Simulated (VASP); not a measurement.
Set up this calculation in VASP 6.6.1, as the native input.

```yaml
Task: single point
Functional: PBE
Potentials_or_basis: VASP PAW PBE potentials, release 64 (B, P)
Cutoff: 520 eV
k_mesh: 6 × 6 × 6
Occupations: gaussian, width 0.1 eV
Spin: no spin polarisation
Dipole_correction: no
Further_INCAR_settings: ALGO = Normal; EDIFF = 1e-07; NBANDS = 17
```

The structure of BP3 lies in POSCAR:

```
BP3
1.0
    3.8451568069      0.0000000000      0.0000000000
    0.0000000000      3.8451568069      0.0000000000
    0.0000000000      0.0000000000      3.8451568069
B P
1 3
Direct
    0.0000000000      0.0000000000      0.0000000000
    0.0000000000      0.5000000000      0.5000000000
    0.5000000000      0.0000000000      0.5000000000
    0.5000000000      0.5000000000      0.0000000000
```

The input as run:

INCAR

```
  PREC = Accurate
  ENCUT = 520
  EDIFF = 1E-7
  ISMEAR = 0
  SIGMA = 0.1
  LREAL = False
  LASPH = True
  NELM = 80
  ALGO = Normal
  ISIF = 2
  LWAVE = False
  LCHARG = True
  GGA = PE
  LELF = True
  LVHAR = True
  NBANDS = 17
```

KPOINTS

```
regular mesh
0
Gamma
  6 6 6
```

Potentials or basis: VASP PAW PBE potentials, release 64 (B, P).

The run is started by

```sh
$ cat potpaw_PBE.64/B/POTCAR potpaw_PBE.64/P/POTCAR > POTCAR
$ mpirun -np 1 vasp_std > vasp.out
```

Results of the run:

The pressure is -8.7 GPa and the band gap on the k mesh is zero (bands 9 and 10 overlap by 6.74 eV).

Caveat: the cell stands under tension.

It took 24 s on 1 thread of Intel Xeon 8259CL, with other jobs on the host, peak memory 0.16 GiB.
